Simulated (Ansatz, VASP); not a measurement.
## Two plane-wave programs on Fe

```
Fe
1.0
     2.79231    0.00000    0.00000
    -1.39616    2.41821    0.00000
     0.00000    0.00000    5.46532
Fe
2
Direct
  0.33333 0.66667 0.25000
  0.66667 0.33333 0.75000
```

Alike in both runs: task single point; functional r2SCAN; k mesh 6 × 6 × 4; occupations gaussian, width 0.1 eV; collinear spin.

```csv
,VASP,Ansatz
version,VASP 6.6.1,Ansatz 0.2.0
potentials or method,"VASP PAW PBE potentials, release 64 (Fe), cutoff 520 eV","scalar-relativistic, plane waves, PAW"
valence electrons in the cell,16,32
```

```csv
,VASP,Ansatz,Ansatz less VASP
gap on the k mesh at the Fermi level (eV),none,none,-
pressure (GPa),-24.8,-24.6,+0.22
"traceless stress, the component that is largest in VASP (GPa)",-4.65,-5.48,-0.821
net moment per atom (μB),3.02,3.07,+0.042
size of the moment on the site where the two differ most (μB),3.16,3.24,+0.078
```

VASP's potentials were made for PBE, not for r2SCAN. Site moments also hang on the region over which each program counts them. A gap of «none» marks a metal or a gap that the smearing closes. With one functional, cell and mesh, what is left measures potentials, basis and numerics. VASP's potentials hold 16 valence electrons a cell and Ansatz's 32, so a difference there can come from the potentials and not from the codes. Ansatz's warnings: stability check not made.

The k mesh is coarse, so the values compare programs but aren't converged.
